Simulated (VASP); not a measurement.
# NbAs (rocksalt type) (Fm-3m) in VASP: further runs

NbAs (rocksalt type) is run at these levels: LDA; tasks: single point.

Program: VASP 6.6.1. These are calculated values, not measurements. Logs are shortened: lines on timing, memory, paths and dates and some standing lists are left out, and cuts for length are marked.

**1. The cell of the first run**

It takes space group Fm-3m (No. 225, cubic). Conventional cell: a = 4.111 Å, b = 4.111 Å, c = 4.111 Å, α = 90.00°, β = 90.00°, γ = 90.00°. Nb (site symmetry m-3m) has 6 As at 2.06 Å within 2.7 Å. As (site symmetry m-3m) has 6 Nb at 2.06 Å within 2.7 Å.

**2. Single point, LDA**

INCAR

```
SYSTEM = NbAs
  PREC = Accurate
  ENCUT = 520
  EDIFF = 1E-7
  ISMEAR = -1
  SIGMA = 0.05
  LREAL = .FALSE.
  LASPH = .TRUE.
  NELM = 80
  ALGO = Normal
  ISIF = 2
  LWAVE = .FALSE.
  LCHARG = .FALSE.
  GGA = CA
  NBANDS = 16
```

KPOINTS

```
regular mesh
0
G
  14 14 14
  0 0 0
```

POSCAR

```
NbAs
1.0
    0.0000000000      2.0553373277      2.0553373277
    2.0553373277      0.0000000000      2.0553373277
    2.0553373277      2.0553373277      0.0000000000
Nb As
1 1
Direct
    0.0000000000      0.0000000000      0.0000000000
    0.5000000000      0.5000000000      0.5000000000
```

Potentials or basis: VASP PAW LDA potentials, release 64 (Nb_sv, As).

Started as:

```
$ cat potpaw_LDA.64/Nb_sv/POTCAR potpaw_LDA.64/As/POTCAR > POTCAR
$ mpirun -np 1 vasp_std > vasp.out
```

OUTCAR:

```text
SYSTEM = NbAs
   PREC = Accurate
   ENCUT = 520
   EDIFF = 1E-7
   ISMEAR = -1
   LREAL = .FALSE.
   LASPH = .TRUE.
   NELM = 80
   ISIF = 2
   GGA = CA

 ion  position               nearest neighbor table
   1  0.000  0.000  0.000-   2 2.06   2 2.06   2 2.06   2 2.06   2 2.06   2 2.06
   2  0.500  0.500  0.500-   1 2.06   1 2.06   1 2.06   1 2.06   1 2.06   1 2.06

  LATTYP: Found a face centered cubic cell.
 ALAT       =     4.1106746554

  Lattice vectors:

 A1 = (   0.0000000000,   2.0553373277,   2.0553373277)
 A2 = (   2.0553373277,   0.0000000000,   2.0553373277)
 A3 = (   2.0553373277,   2.0553373277,   0.0000000000)

Analysis of symmetry for initial positions (statically):
=====================================================================
 Subroutine PRICEL returns:
 Original cell was already a primitive cell.

 Routine SETGRP: Setting up the symmetry group for a
 face centered cubic supercell.

 Subroutine GETGRP returns: Found 48 space group operations
 (whereof 48 operations were pure point group operations)
 out of a pool of 48 trial point group operations.

The static configuration has the point symmetry O_h .

Analysis of symmetry for dynamics (positions and initial velocities):
=====================================================================
 Subroutine PRICEL returns:
 Original cell was already a primitive cell.

 Routine SETGRP: Setting up the symmetry group for a
 face centered cubic supercell.

 Subroutine GETGRP returns: Found 48 space group operations
 (whereof 48 operations were pure point group operations)
 out of a pool of 48 trial point group operations.

The dynamic configuration has the point symmetry O_h .

 Subroutine INISYM returns: Found 48 space group operations
 (whereof 48 operations are pure point group operations),
 and found     1 'primitive' translations

----------------------------------------------------------------------------------------

                                     Primitive cell

  volume of cell :      17.3652

  direct lattice vectors                    reciprocal lattice vectors
     0.000000000  2.055337328  2.055337328    -0.243269070  0.243269070  0.243269070
     2.055337328  0.000000000  2.055337328     0.243269070 -0.243269070  0.243269070
     2.055337328  2.055337328  0.000000000     0.243269070  0.243269070 -0.243269070

  length of vectors
     2.906685924  2.906685924  2.906685924     0.421354389  0.421354389  0.421354389

  position of ions in fractional coordinates (direct lattice)
     0.000000000  0.000000000  0.000000000
     0.500000000  0.500000000  0.500000000

  ion indices of the primitive-cell ions
   primitive index   ion index
                 1           1
                 2           2

----------------------------------------------------------------------------------------

 KPOINTS: regular mesh

Automatic generation of k-mesh.
 Grid dimensions read from file:
 generate k-points for:   14   14   14

 Generating k-lattice:

  Cartesian coordinates                     Fractional coordinates (reciprocal lattice)
    -0.017376362  0.017376362  0.017376362     0.071428571  0.000000000  0.000000000
     0.017376362 -0.017376362  0.017376362     0.000000000  0.071428571  0.000000000
     0.017376362  0.017376362 -0.017376362     0.000000000  0.000000000  0.071428571

  Length of vectors
     0.030096742  0.030096742  0.030096742

  Shift w.r.t. Gamma in fractional coordinates (k-lattice)
     0.000000000  0.000000000  0.000000000

 Subroutine IBZKPT returns following result:
 ===========================================

 Found    104 irreducible k-points:

 Following reciprocal coordinates:
            Coordinates               Weight
  0.000000  0.000000  0.000000      1.000000
  0.071429  0.000000  0.000000      8.000000
  0.142857  0.000000  0.000000      8.000000
  0.214286  0.000000  0.000000      8.000000
  0.285714  0.000000  0.000000      8.000000
  0.357143  0.000000  0.000000      8.000000
[... 16 lines left out ...]
  0.214286  0.142857  0.000000     24.000000
  0.285714  0.142857  0.000000     24.000000
 [... further k-points ...]
   k-points           NKPTS =    104   k-points in BZ     NKDIM =    104   number of bands    NBANDS=     16
   number of dos      NEDOS =    301   number of ions     NIONS =      2
   total plane-waves  NPLWV =  13824
   dimension x,y,z NGX =    24 NGY =   24 NGZ =   24
   dimension x,y,z NGXF=    48 NGYF=   48 NGZF=   48
   ions per type =               1   1
   NGX,Y,Z   is equivalent  to a cutoff of  13.73, 13.73, 13.73 a.u.
   NGXF,Y,Z  is equivalent  to a cutoff of  27.45, 27.45, 27.45 a.u.
 SYSTEM =  NbAs
   PREC   = accura    normal or accurate (medium, high low for compatibility)
   ISTART =      0    job   : 0-new  1-cont  2-samecut
   ICHARG =      2    charge: 1-file 2-atom 10-const
   ISPIN  =      1    spin polarized calculation?
   LNONCOLLINEAR =      F non collinear calculations
   LSORBIT =      F    spin-orbit coupling
   LASPH  =      T    aspherical Exc in radial PAW
   ENCUT  =  520.0 eV  38.22 Ry    6.18 a.u.   5.40  5.40  5.40*2*pi/ulx,y,z
   NELM   =     80;   NELMIN=  2; NELMDL= -5     # of ELM steps
   EDIFF  = 0.1E-06   stopping-criterion for ELM
   LREAL  =      F    real-space projection
   EDIFFG = 0.1E-05   stopping-criterion for IOM
   NSW    =      0    number of steps for IOM
   IBRION =     -1    ionic relax: 0-MD 1-quasi-New 2-CG
   NFREE  =      0    steps in history (QN), initial steepest desc. (CG)
   ISIF   =      2    stress and relaxation
   ISYM   =      2    0-nonsym 1-usesym 2-fastsym
   POTIM  = 0.5000    time-step for ionic-motion
   TEBEG  =    0.0;   TEEND  =   0.0 temperature during run
   PSTRESS=    0.0 pullay stress
   NELECT =      18.0000    total number of electrons
   NUPDOWN=      -1.0000    fix difference up-down
   EMIN   =  10.00;   EMAX   =-10.00  energy-range for DOS
   EFERMI =   0.00;   METHOD = LEGACY
   ISMEAR =    -1;   SIGMA  =   0.05  broadening in eV -4-tet -1-fermi 0-gaus
   EFERMI_NEDOS =   21; number of points for ismear=-14 and -15
   IALGO  =     38    algorithm
   IMIX   =      4    mixing-type and parameters
     AMIX     =   0.40;   BMIX     =  1.00
     AMIX_MAG =   1.60;   BMIX_MAG =  1.00
  volume/ion in A,a.u.               =       8.68        58.59
  Fermi-wavevector in a.u.,A,eV,Ry     =   1.656809  3.130916 37.348230  2.745017
  Thomas-Fermi vector in A             =   2.744670
   LORBIT       =      0    0 simple, 1 ext, 2 COOP (PROOUT), +10 PAW based schemes
   GGA     = CA    functional components
   LHFCALC =     F    Hartree Fock is set to
   AEXX    =    0.0000 exact exchange contribution
   IVDW    =     0    specifies the selected vdW correction
   LEPSILON=     F    determine dielectric tensor
   LRPA    =     F    only Hartree local field effects (RPA)
 non-spin polarized calculation
  energy-cutoff  :      520.00
  volume of cell :       17.37
 maximum number of plane-waves:       489
 NGX is ok and might be reduce to    24

 number of electron      17.9999999 magnetization

 Free energy of the ion-electron system (eV)
  ---------------------------------------------------
  ext. energy  EPLUGINS =         0.00000000
  ---------------------------------------------------
  free energy    TOTEN  =        -2.18528657 eV

  energy without entropy =       -2.17765524  energy(sigma->0) =       -2.18147091

 E-fermi :  22.9266     XC(G=0): -15.6927

 val. band max:       22.9068509474   @ k =  -0.4286   0.2143   0.0714
 cond. band min:      22.9354752685   @ k =  -0.4286   0.2143   0.0000
 fundamental gap:      0.0286243211
 Fermi energy:        22.9265720459

 k-point     1 :       0.0000    0.0000    0.0000
  band No.  band energies     occupation
      1     -32.7865      2.00000
      2      -8.6545      2.00000
      3      -8.6545      2.00000
      4      -8.6545      2.00000
      5       5.0819      2.00000
      6      18.2822      2.00000
[... 8 lines left out ...]
     15      38.0397      0.00000
     16      46.5431      0.00000

 k-point     2 :       0.0714    0.0000    0.0000
  band No.  band energies     occupation
      1     -32.7643      2.00000
      2      -8.8211      2.00000
      3      -8.6554      2.00000
      4      -8.6554      2.00000
      5       5.3516      2.00000
      6      17.8687      2.00000
[... 8 lines left out ...]
     15      38.4725      0.00000
     16      45.2397      0.00000

 k-point     3 :       0.1429    0.0000    0.0000
  band No.  band energies     occupation
      1     -32.7014      2.00000
      2      -9.2645      2.00000
      3      -8.6574      2.00000
      4      -8.6574      2.00000
      5       6.0950      2.00000
      6      16.9020      2.00000
[... 8 lines left out ...]
     15      39.2324      0.00000
     16      43.3383      0.00000

 k-point     4 :       0.2143    0.0000    0.0000
  band No.  band energies     occupation
      1     -32.6091      2.00000
      2      -9.8560      2.00000
      3      -8.6597      2.00000
      4      -8.6597      2.00000
      5       7.1527      2.00000
      6      15.7811      2.00000
[... 8 lines left out ...]
     15      38.1894      0.00000
     16      40.5776      0.00000

 k-point     5 :       0.2857    0.0000    0.0000
  band No.  band energies     occupation
      1     -32.5044      2.00000
      2     -10.4600      2.00000
      3      -8.6615      2.00000
      4      -8.6615      2.00000
      5       8.3340      2.00000
      6      14.7257      2.00000
[... 8 lines left out ...]
     15      36.9818      0.00000
     16      37.7394      0.00000

 k-point     6 :       0.3571    0.0000    0.0000
  band No.  band energies     occupation
      1     -32.4080      2.00000
      2     -10.9676      2.00000
      3      -8.6624      2.00000
      4      -8.6624      2.00000
      5       9.4504      2.00000
      6      13.8319      2.00000
[... 8 lines left out ...]
     15      35.6144      0.00000
     16      35.6144      0.00000

 k-point     7 :       0.4286    0.0000    0.0000
  band No.  band energies     occupation
      1     -32.3401      2.00000
      2     -11.3024      2.00000
      3      -8.6626      2.00000
      4      -8.6626      2.00000
      5      10.3176      2.00000
      6      13.1613      2.00000
[... 8 lines left out ...]
     15      38.1061      0.00000
     16      38.1061      0.00000

 k-point     8 :       0.5000    0.0000    0.0000
  band No.  band energies     occupation
      1     -32.3157      2.00000
      2     -11.4190      2.00000
      3      -8.6626      2.00000
      4      -8.6626      2.00000
      5      10.6814      2.00000
      6      12.8742      2.00000
[... 8 lines left out ...]
     15      39.5930      0.00000
     16      39.5930      0.00000

 k-point     9 :       0.0714    0.0714    0.0000
  band No.  band energies     occupation
      1     -32.7567      2.00000
      2      -8.7921      2.00000
      3      -8.6983      2.00000
      4      -8.6983      2.00000
      5       5.4380      2.00000
      6      17.9127      2.00000
[... 8 lines left out ...]
     15      38.6542      0.00000
     16      44.8335      0.00000
[... 172 lines left out ...]
 k-point    19 :      -0.2143    0.0714    0.0000
  band No.  band energies     occupation
      1     -32.5579      2.00000
      2     -10.0629      2.00000
      3      -8.8438      2.00000
      4      -8.5870      2.00000
      5       7.7068      2.00000
      6      15.2525      2.00000
[... 8 lines left out ...]
     15      36.4621      0.00000
     16      39.8276      0.00000

 k-point    20 :      -0.1429    0.0714    0.0000
  band No.  band energies     occupation
      1     -32.6552      2.00000
      2      -9.4877      2.00000
      3      -8.8101      2.00000
      4      -8.5938      2.00000
      5       6.6166      2.00000
      6      16.4773      2.00000
[... 8 lines left out ...]
     15      38.7668      0.00000
     16      41.7844      0.00000

 k-point    21 :      -0.0714    0.0714    0.0000
  band No.  band energies     occupation
      1     -32.7283      2.00000
      2      -9.0316      2.00000
      3      -8.7438      2.00000
      4      -8.6181      2.00000
      5       5.7761      2.00000
      6      17.4222      2.00000
[... 8 lines left out ...]
     15      39.0601      0.00000
     16      43.2768      0.00000

 k-point    22 :       0.1429    0.1429    0.0000
  band No.  band energies     occupation
      1     -32.6708      2.00000
      2      -9.1548      2.00000
      3      -8.8211      2.00000
      4      -8.8211      2.00000
      5       6.3646      2.00000
      6      16.4800      2.00000
[... 8 lines left out ...]
     15      40.3740      0.00000
     16      41.9889      0.00000

 k-point    23 :       0.2143    0.1429    0.0000
  band No.  band energies     occupation
      1     -32.5994      2.00000
      2      -9.5407      2.00000
      3      -8.8888      2.00000
      4      -8.8328      2.00000
      5       7.0537      2.00000
      6      15.3315      2.00000
[... 8 lines left out ...]
     15      39.3252      0.00000
     16      40.1459      0.00000

 k-point    24 :       0.2857    0.1429    0.0000
  band No.  band energies     occupation
      1     -32.5056      2.00000
      2     -10.0643      2.00000
      3      -8.9286      2.00000
      4      -8.8343      2.00000
      5       7.9243      2.00000
      6      14.3028      2.00000
[... 8 lines left out ...]
     15      37.1929      0.00000
     16      37.8480      0.00000

 [... further k-points ...]

------------------------ aborting loop because EDIFF is reached ----------------------------------------

  FORCE on cell =-STRESS in cart. coord.  units (eV):
  Direction    XX          YY          ZZ          XY          YZ          ZX
  --------------------------------------------------------------------------------------
  -------------------------------------------------------------------------------------
  Total       54.7965931     54.7965931     54.7965931     -0.0000000      0.0000000     -0.0000000
  in kB     5055.7409803   5055.7409803   5055.7409803     -0.0000000      0.0000000     -0.0000000
  external PRESSURE =    5055.7409803 kB  Pullay stress =       0.0000000 kB

 VOLUME and BASIS-vectors are now :
 -----------------------------------------------------------------------------
  energy-cutoff  :      520.00
  volume of cell :       17.37
      direct lattice vectors                 reciprocal lattice vectors
     0.000000000  2.055337328  2.055337328    -0.243269070  0.243269070  0.243269070
     2.055337328  0.000000000  2.055337328     0.243269070 -0.243269070  0.243269070
     2.055337328  2.055337328  0.000000000     0.243269070  0.243269070 -0.243269070

 POSITION                                       TOTAL-FORCE (eV/Angst)
 -----------------------------------------------------------------------------------
      0.00000      0.00000      0.00000         0.000000     -0.000000     -0.000000
      2.05534      2.05534      2.05534        -0.000000      0.000000      0.000000
 -----------------------------------------------------------------------------------
    total drift:                                0.000000     -0.000000     -0.000000

  FREE ENERGIE OF THE ION-ELECTRON SYSTEM (eV)
  ---------------------------------------------------
  free  energy   TOTEN  =        -2.1852865735 eV

  energy  without entropy=       -2.1776552432  energy(sigma->0) =       -2.18147091
```

Run time: 50 s. Hardware: 1 thread of Intel Xeon 8259CL, shared host; peak memory 0.15 GiB.

What came out:

```yaml
Free_energy: -2.1853 eV
Pressure: 505.6 GPa
Band_gap_on_the_k_mesh: zero (band 9 reaches 24.37 eV, above the bottom of band 10 at 19.65 eV)
```

Levels at points of the mesh, in eV from the Fermi level:
```
           k point  band 5  band 6  band 7  band 8  band 9  band 10  band 11  band 12  band 13  band 14
(0.00, 0.00, 0.00)  -17.84   -4.64   -4.64   -4.64   -2.05    -2.05     1.28     1.28     1.28     5.15
(0.50, 0.00, 0.00)  -12.25  -10.05   -8.76   -8.76    1.10     1.10     3.40     5.24     9.54     9.54
(0.50, 0.50, 0.00)  -16.77   -8.92   -4.78   -0.66   -0.66     0.61     3.15     3.15     8.75    14.99
```

**3. Single point, LDA**

INCAR

```
  PREC = Accurate
  ENCUT = 520
  EDIFF = 1E-6
  ISMEAR = -1
  SIGMA = 0.05
  LREAL = False
  LASPH = True
  NELM = 100
  ALGO = Normal
  ISIF = 2
  LWAVE = False
  LCHARG = True
  GGA = CA
  LELF = True
  LVHAR = True
  NBANDS = 16
```

KPOINTS

```
Automatic mesh
0
Gamma
  14 14 14
```

POSCAR is that of step 2.

Potentials or basis: VASP PAW LDA potentials, release 64 (Nb_sv, As).

Started as:

```
$ cat potpaw_LDA.64/Nb_sv/POTCAR potpaw_LDA.64/As/POTCAR > POTCAR
$ mpirun -np 1 vasp_std > vasp.out
```

Wall time 49 s (1 thread of Intel Xeon 8259CL, shared host); peak memory 0.15 GiB.

Results (log left out):

```
Free energy            : -2.1853 eV
Pressure               : 505.6 GPa
Band gap on the k mesh : zero (band 9 reaches 24.37 eV, above the bottom of band 10 at 19.65 eV)
```

Levels at points of the mesh, in eV from the Fermi level:
```tsv
k point	band 5	band 6	band 7	band 8	band 9	band 10	band 11	band 12	band 13	band 14
(0.00, 0.00, 0.00)	-17.84	-4.64	-4.64	-4.64	-2.05	-2.05	1.28	1.28	1.28	5.15
(0.50, 0.00, 0.00)	-12.25	-10.05	-8.76	-8.76	1.10	1.10	3.40	5.24	9.54	9.54
(0.50, 0.50, 0.00)	-16.77	-8.92	-4.78	-0.66	-0.66	0.61	3.15	3.15	8.75	14.99
```
